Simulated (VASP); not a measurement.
# V2SiN2 in VASP: a series of runs

The runs below take V2SiN2 through single point, relaxation of cell and atoms, with PBE.

Everything below comes from runs of VASP 6.6.1. Logs are shortened: lines on timing, memory, paths and dates and some standing lists are left out, and cuts for length are marked.

### 1 The cell of the first run

The typed cell holds 10 atoms: a = 4.163 Å, b = 4.268 Å, c = 7.139 Å, α = 83.31°, β = 89.94°, γ = 60.80°.

### 2 Single point, PBE

The input, INCAR:

```
PREC = Accurate
ENCUT = 520
EDIFF = 1E-6
ISMEAR = 0
SIGMA = 0.1
LREAL = False
LASPH = True
NELM = 100
ALGO = Normal
ISIF = 2
LWAVE = False
LCHARG = False
GGA = PE
NBANDS = 51
```

The input, KPOINTS:

```
Automatic mesh
0
Gamma
  4 4 4
```

The input, POSCAR:

```
V2SiN2
1.0
    4.1591790149      0.0656622055     -0.1558462257
    2.0261922053      3.7563892768      0.0471856923
    0.2627427123      0.7139711125      7.0983109288
V Si N
4 2 4
Direct
    0.7191853895      0.4607720256      0.9432860671
    0.5574903321      0.7950419465      0.4506588604
    0.1794262301      0.5396347085      0.2568641249
    0.3532244420      0.2045646974      0.7496586818
    0.9062044537      0.1344816460      0.3641448055
    0.0409315449      0.8656550553      0.8355558453
    0.6743812921      0.5693680633      0.2085348199
    0.8208112680      0.6844757255      0.7020714175
    0.2437783959      0.4312808521      0.9914571502
    0.5045666516      0.3147252799      0.4977682273
```

Potentials or basis: VASP PAW PBE potentials, release 64 (V_sv, Si, N).

On the command line:

```bash
> cat potpaw_PBE.64/V_sv/POTCAR potpaw_PBE.64/Si/POTCAR potpaw_PBE.64/N/POTCAR > POTCAR
> mpirun -np 1 vasp_std > vasp.out
```

OUTCAR:

```text
PREC = Accurate
   ENCUT = 520
   EDIFF = 1E-6
   ISMEAR = 0
   LREAL = False
   LASPH = True
   NELM = 100
   ISIF = 2
   GGA = PE

 ion  position               nearest neighbor table
   1  0.719  0.461  0.943-   7 1.99   8 2.02   9 2.07   9 2.15   6 2.44   6 2.55   6 2.71   4 2.72
                             4 2.76
   2  0.557  0.795  0.451-   8 1.99   7 2.02  10 2.16  10 2.19   5 2.41   5 2.54   5 2.62   3 2.72
                             3 2.76   4 2.78
   3  0.179  0.540  0.257-   9 1.99  10 2.02   7 2.07   7 2.15   5 2.44   5 2.55   5 2.71   2 2.72
                             2 2.76
   4  0.353  0.205  0.750-  10 1.99   9 2.02   8 2.15   8 2.19   6 2.41   6 2.53   6 2.62   1 2.72
                             1 2.76   2 2.78
   5  0.906  0.134  0.364-  10 1.79   7 1.84   2 2.41   3 2.44   2 2.54   3 2.55   2 2.62   3 2.71

   6  0.041  0.866  0.836-   8 1.79   9 1.84   4 2.41   1 2.44   4 2.53   1 2.55   4 2.62   1 2.71

   7  0.674  0.569  0.209-   5 1.84   1 1.99   2 2.02   3 2.07   3 2.15
   8  0.821  0.684  0.702-   6 1.79   2 1.99   1 2.02   4 2.15   4 2.19
   9  0.244  0.431  0.991-   6 1.84   3 1.99   4 2.02   1 2.07   1 2.15
  10  0.505  0.315  0.498-   5 1.79   4 1.99   3 2.02   2 2.16   2 2.19

  LATTYP: Found a triclinic cell.
 ALAT       =     4.2682715168
 B/A-ratio  =     0.9752462339
 C/A-ratio  =     1.6725655664
 COS(alpha) =     0.0011249518
 COS(beta)  =     0.1164797717
 COS(gamma) =     0.4877869229

  Lattice vectors:

 A1 = (  -2.0261922053,  -3.7563892768,  -0.0471856923)
 A2 = (  -4.1591790149,  -0.0656622055,   0.1558462257)
 A3 = (  -0.2627427123,  -0.7139711125,  -7.0983109288)

Analysis of symmetry for initial positions (statically):
=====================================================================
 Subroutine PRICEL returns:
 Original cell was already a primitive cell.

 Routine SETGRP: Setting up the symmetry group for a
 triclinic supercell.

 Subroutine GETGRP returns: Found  1 space group operations
 (whereof  1 operations were pure point group operations)
 out of a pool of  2 trial point group operations.

The static configuration has the point symmetry C_1 .

Analysis of symmetry for dynamics (positions and initial velocities):
=====================================================================
 Subroutine PRICEL returns:
 Original cell was already a primitive cell.

 Routine SETGRP: Setting up the symmetry group for a
 triclinic supercell.

 Subroutine GETGRP returns: Found  1 space group operations
 (whereof  1 operations were pure point group operations)
 out of a pool of  2 trial point group operations.

The dynamic configuration has the point symmetry C_1 .

 Subroutine INISYM returns: Found  1 space group operations
 (whereof  1 operations are pure point group operations),
 and found     1 'primitive' translations

----------------------------------------------------------------------------------------

                                     Primitive cell

  volume of cell :     109.7451

  direct lattice vectors                    reciprocal lattice vectors
     4.159179015  0.065662206 -0.155846226     0.242656221 -0.130941111  0.004188604
     2.026192205  3.756389277  0.047185692    -0.005260923  0.269388746 -0.026901261
     0.262742712  0.713971113  7.098310929     0.005362585 -0.004665613  0.141149372

  length of vectors
     4.162615722  4.268271517  7.138963967     0.275762870  0.270779710  0.141328237

  position of ions in fractional coordinates (direct lattice)
     0.719185389  0.460772026  0.943286067
     0.557490332  0.795041946  0.450658860
     0.179426230  0.539634709  0.256864125
     0.353224442  0.204564697  0.749658682
     0.906204454  0.134481646  0.364144805
     0.040931545  0.865655055  0.835555845
     0.674381292  0.569368063  0.208534820
     0.820811268  0.684475726  0.702071418
     0.243778396  0.431280852  0.991457150
     0.504566652  0.314725280  0.497768227

  ion indices of the primitive-cell ions
   primitive index   ion index
                 1           1
                 2           2
                 3           3
                 4           4
                 5           5
                 6           6
                 7           7
                 8           8
                 9           9
                10          10

----------------------------------------------------------------------------------------

 KPOINTS: Automatic mesh

Automatic generation of k-mesh.
 Grid dimensions read from file:
 generate k-points for:    4    4    4

 Generating k-lattice:

  Cartesian coordinates                     Fractional coordinates (reciprocal lattice)
     0.060664055 -0.032735278  0.001047151     0.250000000 -0.000000000  0.000000000
    -0.001315231  0.067347186 -0.006725315     0.000000000  0.250000000  0.000000000
     0.001340646 -0.001166403  0.035287343     0.000000000  0.000000000  0.250000000

  Length of vectors
[... 63 lines left out ...]
  Thomas-Fermi vector in A             =   2.588265
   LORBIT       =      0    0 simple, 1 ext, 2 COOP (PROOUT), +10 PAW based schemes
   GGA     = PE    functional components
   LHFCALC =     F    Hartree Fock is set to
   AEXX    =    0.0000 exact exchange contribution
   IVDW    =     0    specifies the selected vdW correction
   LEPSILON=     F    determine dielectric tensor
   LRPA    =     F    only Hartree local field effects (RPA)
 non-spin polarized calculation
 Gauss-broadening in eV      SIGMA  =   0.10
  energy-cutoff  :      520.00
  volume of cell :      109.75
 maximum number of plane-waves:      2970
 NGX is ok and might be reduce to    32

 number of electron      80.0000006 magnetization

 Free energy of the ion-electron system (eV)
  ---------------------------------------------------
  ext. energy  EPLUGINS =         0.00000000
  ---------------------------------------------------
  free energy    TOTEN  =       -84.96158123 eV

  energy without entropy =      -84.94326498  energy(sigma->0) =      -84.95242311

 E-fermi :   9.3147     XC(G=0): -12.1414

 val. band max:        9.3103724129   @ k =  -0.2500   0.2500   0.5000
 cond. band min:       9.3414892160   @ k =   0.5000   0.5000  -0.0000
 fundamental gap:      0.0311168032
 Fermi energy:         9.3146558671

 k-point     1 :       0.0000    0.0000    0.0000
  band No.  band energies     occupation
      1     -55.4190      2.00000
      2     -55.4063      2.00000
      3     -55.2419      2.00000
      4     -55.2205      2.00000
      5     -29.4617      2.00000
      6     -29.4265      2.00000
[... 43 lines left out ...]
     50      11.3578      0.00000
     51      11.6077      0.00000

 k-point     2 :       0.2500    0.0000    0.0000
  band No.  band energies     occupation
      1     -55.4147      2.00000
      2     -55.4056      2.00000
      3     -55.2438      2.00000
      4     -55.2231      2.00000
      5     -29.4779      2.00000
      6     -29.4609      2.00000
[... 43 lines left out ...]
     50      11.7524      0.00000
     51      11.9771      0.00000

 k-point     3 :       0.5000    0.0000    0.0000
  band No.  band energies     occupation
      1     -55.4082      2.00000
      2     -55.4069      2.00000
      3     -55.2458      2.00000
      4     -55.2257      2.00000
      5     -29.5123      2.00000
      6     -29.4753      2.00000
[... 43 lines left out ...]
     50      11.5246      0.00000
     51      12.0895      0.00000
[... 1027 lines left out ...]
 k-point    23 :       0.0000   -0.2500    0.2500
  band No.  band energies     occupation
      1     -55.4171      2.00000
      2     -55.4051      2.00000
      3     -55.2425      2.00000
      4     -55.2226      2.00000
      5     -29.4790      2.00000
      6     -29.4322      2.00000
[... 43 lines left out ...]
     50      11.7236      0.00000
     51      11.8326      0.00000

 k-point    24 :       0.2500   -0.2500    0.2500
  band No.  band energies     occupation
      1     -55.4127      2.00000
      2     -55.4044      2.00000
      3     -55.2444      2.00000
      4     -55.2252      2.00000
      5     -29.4819      2.00000
      6     -29.4772      2.00000
[... 43 lines left out ...]
     50      11.9240      0.00000
     51      12.1723      0.00000

 [... further k-points ...]

------------------------ aborting loop because EDIFF is reached ----------------------------------------

  FORCE on cell =-STRESS in cart. coord.  units (eV):
  Direction    XX          YY          ZZ          XY          YZ          ZX
  --------------------------------------------------------------------------------------
  -------------------------------------------------------------------------------------
  Total        0.2092086      0.1303889      0.4429626      0.0024208      0.0833254     -0.0317735
  in kB        3.0542535      1.9035579      6.4668461      0.0353408      1.2164735     -0.4638643
  external PRESSURE =       3.8082191 kB  Pullay stress =       0.0000000 kB

 VOLUME and BASIS-vectors are now :
 -----------------------------------------------------------------------------
  energy-cutoff  :      520.00
  volume of cell :      109.75
      direct lattice vectors                 reciprocal lattice vectors
     4.159179015  0.065662206 -0.155846226     0.242656221 -0.130941111  0.004188604
     2.026192205  3.756389277  0.047185692    -0.005260923  0.269388746 -0.026901261
     0.262742712  0.713971113  7.098310929     0.005362585 -0.004665613  0.141149372

 POSITION                                       TOTAL-FORCE (eV/Angst)
 -----------------------------------------------------------------------------------
      4.17268      2.45154      6.60540         0.000647     -0.015541      0.005752
      4.04802      3.34485      3.14955        -0.002824      0.014162      0.008637
      1.90716      2.22225      1.82080         0.001327      0.007677     -0.008985
      2.08058      1.32685      5.27591        -0.007256     -0.014318     -0.007225
      4.13723      0.82466      2.44993        -0.004133      0.002806      0.002221
      2.14376      3.85099      5.96550        -0.002906     -0.002911     -0.000413
      4.01331      2.33194      1.40201        -0.008929     -0.002039     -0.007134
      4.98524      3.12631      4.88790         0.013549      0.012893     -0.010493
      2.14827      2.34394      7.02003        -0.009356     -0.000183      0.010938
      2.86706      1.57075      3.46953         0.019881     -0.002545      0.006702
 -----------------------------------------------------------------------------------
    total drift:                                0.000362     -0.000134      0.000692

  FREE ENERGIE OF THE ION-ELECTRON SYSTEM (eV)
  ---------------------------------------------------
  free  energy   TOTEN  =       -84.9615812263 eV

  energy  without entropy=      -84.9432649847  energy(sigma->0) =      -84.95242311
```

Wall time 7.3 min (1 thread of Intel Xeon 8259CL, shared host); peak memory 0.32 GiB.

Results:

- Free energy: -84.9616 eV
- Pressure: 0.4 GPa
- Largest force: 0.021 eV/Å
- Band gap on the k mesh: zero (bands 40 and 41 overlap by 0.28 eV)

Forces on the atoms (eV/Å):
```
V    0.001 -0.016  0.006
V   -0.003  0.014  0.009
V    0.001  0.008 -0.009
V   -0.007 -0.014 -0.007
Si  -0.004  0.003  0.002
Si  -0.003 -0.003  0.000
N   -0.009 -0.002 -0.007
N    0.014  0.013 -0.010
N   -0.009  0.000  0.011
N    0.020 -0.003  0.007
```

Levels at points of the mesh, in eV from the Fermi level:
```tsv
k point	band 37	band 38	band 39	band 40	band 41	band 42	band 43	band 44
(0.00, 0.00, 0.00)	-1.79	-1.25	-0.94	-0.67	0.57	0.63	0.81	0.89
(0.50, 0.00, 0.00)	-0.95	-0.64	-0.32	0.03	0.14	0.56	0.71	0.92
(0.00, 0.50, 0.00)	-0.95	-0.72	-0.32	-0.18	-0.04	0.39	0.68	0.76
(0.50, 0.50, 0.00)	-0.95	-0.64	-0.32	0.03	0.14	0.56	0.71	0.92
(0.00, 0.00, 0.50)	-1.93	-1.87	-1.07	-0.26	0.51	0.61	0.87	1.01
(0.50, 0.00, 0.50)	-0.83	-0.69	-0.48	0.11	0.23	0.34	0.81	0.89
(0.00, 0.50, 0.50)	-0.98	-0.73	-0.35	-0.27	-0.17	0.35	0.39	0.78
(0.50, 0.50, 0.50)	-0.83	-0.68	-0.49	0.10	0.23	0.34	0.81	0.89
```

Caveat: the k points lie up to 0.43 Å⁻¹ apart; the run has no spin polarisation, though such a crystal can be magnetic.

### 3 Single point, PBE

This run uses another cell than the first one, of the same volume but with other edges.

The input, INCAR:

```
SYSTEM = V2SiN2
PREC = Accurate
ENCUT = 520
EDIFF = 1E-6
ISMEAR = 0
SIGMA = 0.1
LREAL = .False.
LASPH = .True.
NELM = 80
ALGO = Normal
ISIF = 2
LWAVE = .False.
LCHARG = .False.
GGA = PE
NBANDS = 51
```

The input, KPOINTS:

```
regular mesh
0
Gamma
  6 6 4
  0 0 0
```

The input, POSCAR:

```
V2SiN2
1.0
    3.7244928556     -2.0823852617     -0.0028283018
    3.7244928556      2.0823852617     -0.0028283018
   -0.9530456267      0.0000000000      7.0730547222
V Si N
4 2 4
Direct
    0.2807030050      0.1793403893      0.6563882024
    0.4429842984      0.3529557434      0.1494628185
    0.8206596107      0.7192969950      0.3436117976
    0.6470442566      0.5570157016      0.8505371815
    0.0940722884      0.0411325699      0.2354042578
    0.9588674301      0.9059277116      0.7645957422
    0.3263923583      0.2438339213      0.3915196469
    0.1790885931      0.5050355710      0.8977816479
    0.7561660787      0.6736076417      0.6084803531
    0.4949644290      0.8209114069      0.1022183521
```

Potentials or basis: VASP PAW PBE potentials, release 64 (V_sv, Si, N).

On the command line:

```bash
> cat potpaw_PBE.64/V_sv/POTCAR potpaw_PBE.64/Si/POTCAR potpaw_PBE.64/N/POTCAR > POTCAR
> mpirun -np 1 vasp_std > vasp.out
```

Wall time 7.6 min (1 thread of Intel Xeon 8259CL, shared host); peak memory 0.35 GiB.

The run converged. Its results:

```
Free energy            : -84.9522 eV
Pressure               : 0.4 GPa
Largest force          : 0.038 eV/Å
Band gap on the k mesh : zero (bands 40 and 41 overlap by 0.26 eV)
```

Forces in eV/Å, atoms in the order of the input:
```
V   -0.016  0.006 -0.034
V    0.022 -0.019  0.013
V    0.016  0.006  0.034
V   -0.022 -0.019 -0.013
Si  -0.010  0.008 -0.010
Si   0.010  0.008  0.010
N    0.015 -0.015  0.027
N    0.001  0.020  0.002
N   -0.015 -0.015 -0.027
N   -0.001  0.020 -0.002
```

Stress tensor (GPa, compression positive):
```
 0.22  0.00 -0.02
 0.00  0.48  0.00
-0.02  0.00  0.51
```

Levels at points of the mesh, in eV from the Fermi level:
| k point | band 36 | band 37 | band 38 | band 39 | band 40 | band 41 | band 42 | band 43 | band 44 | band 45 |
| --- | --- | --- | --- | --- | --- | --- | --- | --- | --- | --- |
| (0.00, 0.00, 0.00) | -2.16 | -1.77 | -1.22 | -0.90 | -0.64 | 0.60 | 0.65 | 0.84 | 0.91 | 1.25 |
| (0.50, 0.00, 0.00) | -1.21 | -0.92 | -0.61 | -0.29 | 0.05 | 0.17 | 0.59 | 0.74 | 0.95 | 1.26 |
| (0.50, 0.50, 0.00) | -1.40 | -0.92 | -0.70 | -0.27 | -0.15 | 0.00 | 0.42 | 0.72 | 0.78 | 0.93 |
| (0.00, 0.00, 0.50) | -2.33 | -1.90 | -1.84 | -1.04 | -0.22 | 0.54 | 0.63 | 0.90 | 1.04 | 1.28 |
| (0.50, 0.00, 0.50) | -1.15 | -0.81 | -0.65 | -0.45 | 0.13 | 0.26 | 0.37 | 0.84 | 0.91 | 1.15 |
| (0.50, 0.50, 0.50) | -1.79 | -0.95 | -0.70 | -0.32 | -0.24 | -0.12 | 0.38 | 0.41 | 0.82 | 0.96 |

Caveat: the run has no spin polarisation, though such a crystal can be magnetic.

### 4 Relaxation of cell and atoms, PBE

This run uses another cell than the first one, of the same volume but with other edges.

The input, INCAR:

```
ALGO     = Normal         # electronic algorithm
EDIFF    = 1E-6           # SCF threshold, eV
EDIFFG   = -0.04          # ionic threshold
ENCUT    = 600            # plane-wave cutoff, eV
GGA      = PE             # functional
IBRION   = 2              # ionic algorithm
ISIF     = 3              # what is computed and relaxed
ISMEAR   = 0              # smearing method
LASPH    = True           # aspherical terms in the spheres
LCHARG   = False          # write CHGCAR
LREAL    = False          # projectors in reciprocal space
LWAVE    = False          # write WAVECAR
NELM     = 60             # most SCF steps
NSW      = 90             # ionic steps
PREC     = Accurate       # precision mode
SIGMA    = 0.1            # smearing width, eV
```

The input, KPOINTS:

```
k-points
0
Gamma
  6 6 4
```

The input, POSCAR:

```
V2SiN2
1.0
    3.7260419966     -2.0813078610      0.0000000000
    3.7260419966      2.0813078610      0.0000000000
   -0.9480688683      0.0000000000      7.0757311951
V Si N
4 2 4
Direct
    0.2810600557      0.1799574151      0.6565642583
    0.4427551131      0.3525322786      0.1491914650
    0.8200425849      0.7189399443      0.3434357417
    0.6474677214      0.5572448869      0.8508085350
    0.0940409915      0.0406860997      0.2357055199
    0.9593139003      0.9059590085      0.7642944801
    0.3258641531      0.2437493554      0.3913155055
    0.1794341772      0.5052869935      0.8977789080
    0.7562506446      0.6741358469      0.6086844945
    0.4947130065      0.8205658228      0.1022210920
```

On the command line:

```bash
> cat potpaw_PBE.64/V_sv/POTCAR potpaw_PBE.64/Si/POTCAR potpaw_PBE.64/N/POTCAR > POTCAR
> mpirun -np 1 vasp_std > vasp.out
```

Run time: 15 min. Hardware: 1 thread of AMD EPYC 7R43 (Zen 3), shared host; peak memory 0.41 GiB.

The run converged. Its results:

* Free energy: -84.9584 eV
* Relaxed volume: 11.00 Å³/atom
* Relaxed cell: a = 4.269 Å, b = 4.269 Å, c = 7.146 Å, α = 96.67°, β = 96.67°, γ = 58.41°
* Space group after relaxing (to 0.1 Å): C2 (No. 5)
* Energy gained by relaxing: 0.1 meV/atom
* Ionic steps: 3
* Pressure after relaxing: -0.2 GPa
* Largest force after relaxing: 0.026 eV/Å
* Band gap on the k mesh: zero (bands 40 and 41 overlap by 0.26 eV)

Forces on the atoms (eV/Å):
```
V   -0.010  0.000 -0.023
V    0.011  0.004  0.019
V    0.010  0.000  0.023
V   -0.011  0.004 -0.019
Si   0.017 -0.004 -0.019
Si  -0.017 -0.004  0.019
N   -0.004 -0.016  0.004
N   -0.006  0.016 -0.014
N    0.004 -0.016 -0.004
N    0.006  0.016  0.014
```

Stress tensor (GPa, compression positive):
```
-0.26  0.00 -0.07
 0.00 -0.05  0.00
-0.07  0.00 -0.15
```

The path:
```csv
step,energy change (eV),largest force (eV/Å),pressure (GPa),volume (Å³)
1,0.0000,0.0465,0.34,109.75
2,-0.0003,0.0484,-0.50,110.11
3,-0.0005,0.0256,-0.15,109.97
```

Final structure:
```xyz
10
Lattice="3.7266 -2.0834 -0.0008 3.7266 2.0834 -0.0008 -0.9496 0.0000 7.0821" Properties=species:S:1:pos:R:3 pbc="T T T"
V     1.0937   -0.2107    4.6485
V     2.8228   -0.1886    1.0569
V     5.4099   -0.2107    2.4322
V     3.6808   -0.1886    6.0237
Si    0.2777   -0.1105    1.6686
Si    6.2259   -0.1105    5.4120
N     1.7512   -0.1718    2.7718
N     1.6988    0.6797    6.3575
N     4.7524   -0.1718    4.3088
N     4.8048    0.6797    0.7231
```

Levels at points of the mesh, in eV from the Fermi level:
```tsv
k point	band 36	band 37	band 38	band 39	band 40	band 41	band 42	band 43	band 44	band 45
(0.00, 0.00, 0.00)	-2.16	-1.77	-1.22	-0.90	-0.64	0.59	0.65	0.83	0.91	1.25
(0.50, 0.00, 0.00)	-1.21	-0.92	-0.61	-0.29	0.05	0.17	0.59	0.74	0.94	1.26
(0.50, 0.50, 0.00)	-1.39	-0.92	-0.69	-0.27	-0.15	-0.01	0.42	0.72	0.78	0.92
(0.00, 0.00, 0.50)	-2.33	-1.90	-1.84	-1.04	-0.22	0.54	0.63	0.90	1.03	1.27
(0.50, 0.00, 0.50)	-1.15	-0.80	-0.65	-0.45	0.12	0.26	0.37	0.84	0.91	1.15
(0.50, 0.50, 0.50)	-1.79	-0.94	-0.70	-0.32	-0.24	-0.12	0.38	0.41	0.81	0.96
```

Caveat: the run has no spin polarisation, though such a crystal can be magnetic.

### 5 Overview

```tsv
task	cell	k mesh	cutoff (eV)	gap on the mesh (eV)	pressure (GPa)	largest force (eV/Å)
single point	a = 4.163, b = 4.268, c = 7.139 Å, angles 83.3, 89.9, 60.8°, 10 atoms, atomic positions A	4 × 4 × 4	520	none	0.4	0.02
single point	a = 4.267, b = 4.267, c = 7.137 Å, angles 96.7, 96.7, 58.4°, 10 atoms, atomic positions B	6 × 6 × 4	520	none	0.4	0.04
relaxation of cell and atoms	relaxed from a = 4.268, b = 4.268, c = 7.139 Å, angles 96.7, 96.7, 58.4°, 10 atoms, atomic positions C	6 × 6 × 4	600	none	-0.2	0.03
```

Alike in all rows: level PBE; potentials or basis VASP PAW PBE potentials, release 64 (V_sv, Si, N); no spin polarisation; smearing gaussian 0.1 eV.

Caveats: some runs use coarse meshes; the run has no spin polarisation, though such a crystal can be magnetic.

Absolute energies hang on the potentials; compare differences alone.

The gap in the log of VASP goes by the Fermi energy; the results here count the filled bands.